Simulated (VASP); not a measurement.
# HfN (P6_3/mmc) in VASP: notebook

The runs below take HfN through relaxation of cell and atoms, with BLYP+D3(BJ), PBEsol, LDA.

All numbers are computed with VASP 6.6.1; they aren't measurements. Logs are shortened: lines on timing, memory, paths and dates and some standing lists are left out, and cuts for length are marked.

## Step 1: The cell of the first run

It takes space group P6_3/mmc (No. 194, hexagonal). The conventional cell has a = 3.134 Å, b = 3.134 Å, c = 5.417 Å, α = 90.00°, β = 90.00°, γ = 120.00°. Within 3.0 Å of Hf (site symmetry -6m2) lie 6 N at 2.26 Å. N (site symmetry -3m) has 6 Hf at 2.26 Å and 2 N at 2.71 Å within 3.0 Å.

## Step 2: Relaxation of cell and atoms, BLYP+D3(BJ)

Contents of INCAR:

```
AGGAC = 1.0
AGGAX = 1.0
ALDAC = 0.0
ALDAX = 1.0
ALGO = Normal
EDIFF = 1E-6
EDIFFG = -0.01
ENCUT = 600
GGA = B5
IBRION = 2
ISIF = 3
ISMEAR = 1
IVDW = 12
LASPH = T
LCHARG = F
LREAL = F
LWAVE = F
NELM = 60
NSW = 80
PREC = Accurate
SIGMA = 0.1
VDW_A1 = 0.4298
VDW_A2 = 4.2359
VDW_S6 = 1.0
VDW_S8 = 2.6996
```

Contents of KPOINTS:

```
k-points
0
Gamma
  8 8 4
```

Contents of POSCAR:

```
HfN
1.0
    3.1339080000      0.0000000000      0.0000000000
   -1.5669540000      2.7140440000      0.0000000000
    0.0000000000      0.0000000000      5.4167680000
Hf N
2 2
Direct
    0.6666666667      0.3333333333      0.7500000000
    0.3333333333      0.6666666667      0.2500000000
    0.0000000000      0.0000000000      0.0000000000
    0.0000000000      0.0000000000      0.5000000000
```

Potentials or basis: VASP PAW PBE potentials, release 64 (Hf_pv, N).

On the command line:

```
> cat potpaw_PBE.64/Hf_pv/POTCAR potpaw_PBE.64/N/POTCAR > POTCAR
> mpirun -np 1 vasp_std > vasp.out
```

OUTCAR:

```text
EDIFF = 1E-6
   EDIFFG = -0.01
   ENCUT = 600
   GGA = B5
   IBRION = 2
   ISIF = 3
   ISMEAR = 1
   IVDW = 12
   LASPH = T
   LREAL = F
   NELM = 60
   NSW = 80
   PREC = Accurate
 IVDW          = 12

 ion  position               nearest neighbor table
   1  0.667  0.333  0.750-   3 2.26   4 2.26   3 2.26   4 2.26   3 2.26   4 2.26   2 3.26   2 3.26
                             2 3.26   2 3.26   2 3.26   2 3.26
   2  0.333  0.667  0.250-   3 2.26   4 2.26   3 2.26   4 2.26   3 2.26   4 2.26   1 3.26   1 3.26
                             1 3.26   1 3.26   1 3.26   1 3.26
   3  0.000  0.000  0.000-   1 2.26   2 2.26   1 2.26   2 2.26   1 2.26   2 2.26
   4  0.000  0.000  0.500-   1 2.26   2 2.26   1 2.26   2 2.26   1 2.26   2 2.26

  LATTYP: Found a hexagonal cell.
 ALAT       =     3.1339080000
 C/A-ratio  =     1.7284387417

  Lattice vectors:

 A1 = (   3.1339080000,   0.0000000000,   0.0000000000)
 A2 = (  -1.5669540000,   2.7140440000,   0.0000000000)
 A3 = (   0.0000000000,   0.0000000000,   5.4167680000)

Analysis of symmetry for initial positions (statically):
=====================================================================
 Subroutine PRICEL returns:
 Original cell was already a primitive cell.

 Routine SETGRP: Setting up the symmetry group for a
 hexagonal supercell.

 Subroutine GETGRP returns: Found 24 space group operations
 (whereof 12 operations were pure point group operations)
 out of a pool of 24 trial point group operations.

The static configuration has the point symmetry D_3d.
 The point group associated with its full space group is D_6h.

Analysis of symmetry for dynamics (positions and initial velocities):
=====================================================================
 Subroutine PRICEL returns:
 Original cell was already a primitive cell.

 Routine SETGRP: Setting up the symmetry group for a
 hexagonal supercell.

 Subroutine GETGRP returns: Found 24 space group operations
 (whereof 12 operations were pure point group operations)
 out of a pool of 24 trial point group operations.

The dynamic configuration has the point symmetry D_3d.
 The point group associated with its full space group is D_6h.

 Subroutine INISYM returns: Found 24 space group operations
 (whereof 12 operations are pure point group operations),
 and found     1 'primitive' translations

----------------------------------------------------------------------------------------

                                     Primitive cell

  volume of cell :      46.0727

  direct lattice vectors                    reciprocal lattice vectors
     3.133908000  0.000000000  0.000000000     0.319090414  0.184226932  0.000000000
    -1.566954000  2.714044000  0.000000000     0.000000000  0.368453864  0.000000000
     0.000000000  0.000000000  5.416768000     0.000000000  0.000000000  0.184611931

  length of vectors
     3.133908000  3.133908051  5.416768000     0.368453870  0.368453864  0.184611931

  position of ions in fractional coordinates (direct lattice)
     0.666666667  0.333333333  0.750000000
     0.333333333  0.666666667  0.250000000
     0.000000000  0.000000000  0.000000000
     0.000000000  0.000000000  0.500000000

  ion indices of the primitive-cell ions
   primitive index   ion index
                 1           1
                 2           2
                 3           3
                 4           4

----------------------------------------------------------------------------------------

 KPOINTS: k-points

Automatic generation of k-mesh.
 Grid dimensions read from file:
 generate k-points for:    8    8    4

 Generating k-lattice:

  Cartesian coordinates                     Fractional coordinates (reciprocal lattice)
     0.039886302  0.023028367  0.000000000     0.125000000 -0.000000000  0.000000000
     0.000000000  0.046056733  0.000000000     0.000000000  0.125000000  0.000000000
     0.000000000  0.000000000  0.046152983     0.000000000  0.000000000  0.250000000

  Length of vectors
     0.046056734  0.046056733  0.046152983

  Shift w.r.t. Gamma in fractional coordinates (k-lattice)
     0.000000000  0.000000000  0.000000000

 Subroutine IBZKPT returns following result:
 ===========================================

 Found     30 irreducible k-points:

 Following reciprocal coordinates:
            Coordinates               Weight
  0.000000  0.000000  0.000000      1.000000
  0.125000  0.000000  0.000000      6.000000
  0.250000  0.000000  0.000000      6.000000
  0.375000  0.000000  0.000000      6.000000
  0.500000  0.000000  0.000000      3.000000
  0.125000  0.125000  0.000000      6.000000
[... 16 lines left out ...]
  0.250000  0.000000  0.500000      6.000000
  0.375000  0.000000  0.500000      6.000000
 [... further k-points ...]
   k-points           NKPTS =     30   k-points in BZ     NKDIM =     30   number of bands    NBANDS=     19
   number of dos      NEDOS =    301   number of ions     NIONS =      4
   total plane-waves  NPLWV =  37632
   dimension x,y,z NGX =    28 NGY =   28 NGZ =   48
   dimension x,y,z NGXF=    56 NGYF=   56 NGZF=   96
   ions per type =               2   2
   NGX,Y,Z   is equivalent  to a cutoff of  14.85, 14.85, 14.73 a.u.
   NGXF,Y,Z  is equivalent  to a cutoff of  29.71, 29.71, 29.46 a.u.
 SYSTEM =  unknown system
   PREC   = accura    normal or accurate (medium, high low for compatibility)
   ISTART =      0    job   : 0-new  1-cont  2-samecut
   ICHARG =      2    charge: 1-file 2-atom 10-const
   ISPIN  =      1    spin polarized calculation?
   LNONCOLLINEAR =      F non collinear calculations
   LSORBIT =      F    spin-orbit coupling
   LASPH  =      T    aspherical Exc in radial PAW
   ENCUT  =  600.0 eV  44.10 Ry    6.64 a.u.   6.26  6.26 10.82*2*pi/ulx,y,z
   NELM   =     60;   NELMIN=  2; NELMDL= -5     # of ELM steps
   EDIFF  = 0.1E-05   stopping-criterion for ELM
   LREAL  =      F    real-space projection
   EDIFFG = -.1E-01   stopping-criterion for IOM
   NSW    =     80    number of steps for IOM
   IBRION =      2    ionic relax: 0-MD 1-quasi-New 2-CG
   NFREE  =      1    steps in history (QN), initial steepest desc. (CG)
   ISIF   =      3    stress and relaxation
   ISYM   =      2    0-nonsym 1-usesym 2-fastsym
   POTIM  = 0.5000    time-step for ionic-motion
   TEBEG  =    0.0;   TEEND  =   0.0 temperature during run
   PSTRESS=    0.0 pullay stress
   NELECT =      30.0000    total number of electrons
   NUPDOWN=      -1.0000    fix difference up-down
   EMIN   =  10.00;   EMAX   =-10.00  energy-range for DOS
   EFERMI =   0.00;   METHOD = LEGACY
   ISMEAR =     1;   SIGMA  =   0.10  broadening in eV -4-tet -1-fermi 0-gaus
   EFERMI_NEDOS =   21; number of points for ismear=-14 and -15
   IALGO  =     38    algorithm
   IMIX   =      4    mixing-type and parameters
     AMIX     =   0.40;   BMIX     =  1.00
     AMIX_MAG =   1.60;   BMIX_MAG =  1.00
  volume/ion in A,a.u.               =      11.52        77.73
  Fermi-wavevector in a.u.,A,eV,Ry     =   1.418951  2.681429 27.394277  2.013423
  Thomas-Fermi vector in A             =   2.540023
   LORBIT       =      0    0 simple, 1 ext, 2 COOP (PROOUT), +10 PAW based schemes
   GGA     = B5    functional components
   LHFCALC =     F    Hartree Fock is set to
   AEXX    =    0.0000 exact exchange contribution
   IVDW    =    12    specifies the selected vdW correction
   LEPSILON=     F    determine dielectric tensor
   LRPA    =     F    only Hartree local field effects (RPA)
 conjugate gradient relaxation of ions
 non-spin polarized calculation
 Methfessel and Paxton  Order N= 1 SIGMA  =   0.10
  energy-cutoff  :      600.00
  volume of cell :       46.07
 maximum number of plane-waves:      1581
 NGX is ok and might be reduce to    28
   NGX = 13   NGY = 13   NGZ = 21

--------------------------------------- Ionic step        1  -------------------------------------------

 number of electron      29.9999998 magnetization

 Free energy of the ion-electron system (eV)
  ---------------------------------------------------
  ext. energy  EPLUGINS =         0.00000000
  ---------------------------------------------------
  free energy    TOTEN  =       -39.81357583 eV

  energy without entropy =      -39.80716164  energy(sigma->0) =      -39.81143777

------------------------ aborting loop because EDIFF is reached ----------------------------------------

 Edisp (eV)   -3.62290

 E8    (eV) :    -2.7483

  FORCE on cell =-STRESS in cart. coord.  units (eV):
  Direction    XX          YY          ZZ          XY          YZ          ZX
  --------------------------------------------------------------------------------------
  -------------------------------------------------------------------------------------
  Total      -0.15973    -0.15973     0.35850    -0.00000     0.00000    -0.00000
  in kB      -5.55463    -5.55463    12.46692    -0.00000     0.00000    -0.00000
  external pressure =        0.45 kB  Pullay stress =        0.00 kB

 VOLUME and BASIS-vectors are now :
 -----------------------------------------------------------------------------
  energy-cutoff  :      600.00
  volume of cell :       46.07
      direct lattice vectors                 reciprocal lattice vectors
     3.133908000  0.000000000  0.000000000     0.319090414  0.184226932  0.000000000
    -1.566954000  2.714044000  0.000000000     0.000000000  0.368453864  0.000000000
     0.000000000  0.000000000  5.416768000     0.000000000  0.000000000  0.184611931
[... 43 lines left out ...]
 POSITION                                       TOTAL-FORCE (eV/Angst)
 -----------------------------------------------------------------------------------
      1.56394      0.90294      4.08014        -0.000000     -0.000000      0.000000
     -0.00000      1.80588      1.36005         0.000000      0.000000     -0.000000
      0.00000      0.00000     -0.00000         0.000000      0.000000      0.000000
      0.00000      0.00000      2.72009        -0.000000      0.000000      0.000000
 -----------------------------------------------------------------------------------
    total drift:                               -0.000000      0.000000     -0.000000

  FREE ENERGIE OF THE ION-ELECTRON SYSTEM (eV)
  ---------------------------------------------------
  free  energy   TOTEN  =       -43.4375128669 eV

  energy  without entropy=      -43.4314184024  energy(sigma->0) =      -43.43548138

--------------------------------------- Ionic step        3  -------------------------------------------

 number of electron      29.9999998 magnetization

 Free energy of the ion-electron system (eV)
  ---------------------------------------------------
  ext. energy  EPLUGINS =         0.00000000
  ---------------------------------------------------
  free energy    TOTEN  =       -39.81623229 eV

  energy without entropy =      -39.81009529  energy(sigma->0) =      -39.81418662

 E-fermi :   8.2981     XC(G=0): -12.0745

 val. band max:        8.2928154552   @ k =   0.3750   0.1250   0.5000
 cond. band min:       8.3066627779   @ k =   0.1250   0.0000   0.2500
 fundamental gap:      0.0138473228
 Fermi energy:         8.2980740866

 k-point     1 :       0.0000    0.0000    0.0000
  band No.  band energies     occupation
      1     -23.2594      2.00000
      2     -22.4181      2.00000
      3     -22.3089      2.00000
      4     -22.3089      2.00000
      5     -22.2514      2.00000
      6     -22.2514      2.00000
[... 11 lines left out ...]
     18       9.7548     -0.00000
     19      10.3366      0.00000
[... 485 lines left out ...]
 k-point    24 :       0.3750    0.0000    0.5000
  band No.  band energies     occupation
      1     -23.0826      2.00000
      2     -23.0826      2.00000
      3     -22.5934      2.00000
      4     -22.5934      2.00000
      5     -22.4356      2.00000
      6     -22.4356      2.00000
[... 11 lines left out ...]
     18      12.4782      0.00000
     19      12.7816      0.00000

 [... further k-points ...]

------------------------ aborting loop because EDIFF is reached ----------------------------------------

 Edisp (eV)   -3.62128

 E8    (eV) :    -2.7470

  FORCE on cell =-STRESS in cart. coord.  units (eV):
  Direction    XX          YY          ZZ          XY          YZ          ZX
  --------------------------------------------------------------------------------------
  -------------------------------------------------------------------------------------
  Total      -0.02720    -0.02720    -0.02772     0.00000     0.00000     0.00000
  in kB      -0.94543    -0.94543    -0.96371     0.00000     0.00000     0.00000
  external pressure =       -0.95 kB  Pullay stress =        0.00 kB

 VOLUME and BASIS-vectors are now :
 -----------------------------------------------------------------------------
  energy-cutoff  :      600.00
  volume of cell :       46.09
      direct lattice vectors                 reciprocal lattice vectors
     3.128177007  0.000000000 -0.000000000     0.319675005  0.184564446 -0.000000000
    -1.564088504  2.709080815 -0.000000000     0.000000000  0.369128892  0.000000000
     0.000000000  0.000000000  5.439000484     0.000000000  0.000000000  0.183857310

 POSITION                                       TOTAL-FORCE (eV/Angst)
 -----------------------------------------------------------------------------------
      1.56409      0.90303      4.07925        -0.000000     -0.000000     -0.000000
     -0.00000      1.80605      1.35975         0.000000      0.000000      0.000000
      0.00000      0.00000      5.43900        -0.000000      0.000000      0.000000
      0.00000      0.00000      2.71950        -0.000000      0.000000      0.000000
 -----------------------------------------------------------------------------------
    total drift:                               -0.000000      0.000000     -0.000000

  FREE ENERGIE OF THE ION-ELECTRON SYSTEM (eV)
  ---------------------------------------------------
  free  energy   TOTEN  =       -43.4375151898 eV

  energy  without entropy=      -43.4313781849  energy(sigma->0) =      -43.43546952

 reached required accuracy - stopping structural energy minimisation
```

Wall time 1.8 min (1 thread of Intel Xeon 8259CL, shared host); peak memory 0.21 GiB.

What came out:

```yaml
Free_energy: -43.4375 eV
Relaxed_volume: 11.52 Å³/atom
Relaxed_cell: a = 3.128 Å, b = 3.128 Å, c = 5.439 Å, α = 90.00°, β = 90.00°, γ = 120.00°
Space_group_after_relaxing_to_0.05_Å: P6_3/mmc (No. 194)
Energy_gained_by_relaxing: 0.3 meV/atom
Ionic_steps: 3
Pressure_after_relaxing: -0.1 GPa
Band_gap_on_the_k_mesh: zero (band 15 reaches 10.22 eV, above the bottom of band 16 at 8.02 eV)
Dispersion_energy_per_atom: -0.905 eV
```

The path:
```tsv
step	energy change (eV)	largest force (eV/Å)	pressure (GPa)	volume (Å³)
1	0.0000	0.0000	0.05	46.07
2	-0.0010	0.0000	-0.10	46.09
3	-0.0010	0.0000	-0.10	46.09
```

Final structure:
```yaml
crystal:
  lattice:
    - [3.12818, 0.00000, 0.00000]
    - [-1.56409, 2.70908, 0.00000]
    - [0.00000, 0.00000, 5.43900]
  atoms:
    - { symbol: Hf, position: [0.66667, 0.33333, 0.75000] }
    - { symbol: Hf, position: [0.33333, 0.66667, 0.25000] }
    - { symbol: N, position: [0.00000, 0.00000, 0.00000] }
    - { symbol: N, position: [0.00000, 0.00000, 0.50000] }
```

Levels at points of the mesh, in eV from the Fermi level:
```csv
k point,band 13,band 14,band 15,band 16,band 17,band 18
"(0.00, 0.00, 0.00)",-3.47,-1.68,-0.49,0.86,0.86,1.46
"(0.50, 0.00, 0.00)",-3.10,-2.53,-2.37,2.51,2.97,4.55
"(0.00, 0.00, 0.50)",-4.23,-4.23,1.92,1.92,2.95,2.95
"(0.50, 0.00, 0.50)",-4.32,-4.32,-0.05,-0.05,4.83,4.83
```

Caveat: the PAW data sets were made with another functional, which shifts forces and pressure a little; spin-orbit coupling is left out, which moves the levels of the heavy elements; pairwise dispersion overbinds metals, which lowers pressure and volume.

(Continued in part 2 of 2.)
